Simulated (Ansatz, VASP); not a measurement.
One calculation of SnO, two programs

The input INCAR:

```
PREC     = Accurate       # precision mode
ENCUT    = 520            # plane-wave cutoff, eV
EDIFF    = 1E-7           # SCF threshold, eV
ISMEAR   = 0              # smearing method
SIGMA    = 0.15           # smearing width, eV
LREAL    = F              # projectors in reciprocal space
LASPH    = T              # aspherical terms in the spheres
NELM     = 100            # most SCF steps
ALGO     = Normal         # electronic algorithm
ISIF     = 2              # what is computed and relaxed
LWAVE    = F              # write WAVECAR
LCHARG   = T              # write CHGCAR
GGA      = CA             # functional
LELF     = T              # ELF
LVHAR    = T            
NBANDS   = 28             # bands
```

KPOINTS

```
Automatic mesh
0
Gamma
  12 12 10
```

File POSCAR:

```
SnO
1.0
    3.8336577232      0.0000000000      0.0000000000
    0.0000000000      3.8336577232      0.0000000000
    0.0000000000      0.0000000000      5.0339759564
Sn O
2 2
Direct
    0.0000000000      0.5000000000      0.2457459271
    0.5000000000      0.0000000000      0.7542540729
    0.0000000000      0.0000000000      0.0000000000
    0.5000000000      0.5000000000      0.0000000000
```

Input for Ansatz:

```yaml
crystal:
  lattice:
    - [3.8336577232, 0.0, 0.0]
    - [0.0, 3.8336577232, 0.0]
    - [0.0, 0.0, 5.0339759564]
  atoms:
    - { symbol: Sn, position: [0.0, 0.5, 0.2457459271] }
    - { symbol: Sn, position: [0.5, 0.0, 0.7542540729] }
    - { symbol: O, position: [0.0, 0.0, 0.0] }
    - { symbol: O, position: [0.5, 0.5, 0.0] }
basis:
  ecutwfc: 520.0
kpoints:
  mp_grid: { grid: [12, 12, 10] }
hamiltonian:
  xc: lda
scf:
  occupations: { method: gaussian, width: 0.15 }
output:
  forces: true
  stress: true
  eigenvalues: true
```

Alike in both runs: task single point; functional LDA; k mesh 12 × 12 × 10; occupations gaussian, width 0.15 eV; no spin polarisation.

|  | VASP | Ansatz |
| --- | --- | --- |
| version | VASP 6.6.1 | Ansatz 0.2.0 |
| potentials or method | VASP PAW LDA potentials, release 64 (Sn_d, O), cutoff 520 eV | scalar-relativistic, plane waves, PAW |
| valence electrons in the cell | 40 | 40 |

```tsv
	VASP	Ansatz	Ansatz less VASP
gap on the k mesh at the Fermi level (eV)	none	none	-
pressure (GPa)	-8.7	-8.9	-0.26
traceless stress, the component that is largest in VASP (GPa)	-2.04	-2.09	-0.044
rms of the force components (eV/Å)	0.680	0.719	+0.0388
```

LDA's correlation is that of Perdew and Zunger in VASP and of Perdew and Wang (1992) in Ansatz. Atom by atom the forces differ by 0.039 eV/Å (rms over components). A gap of «none» marks a metal or a gap that the smearing closes.
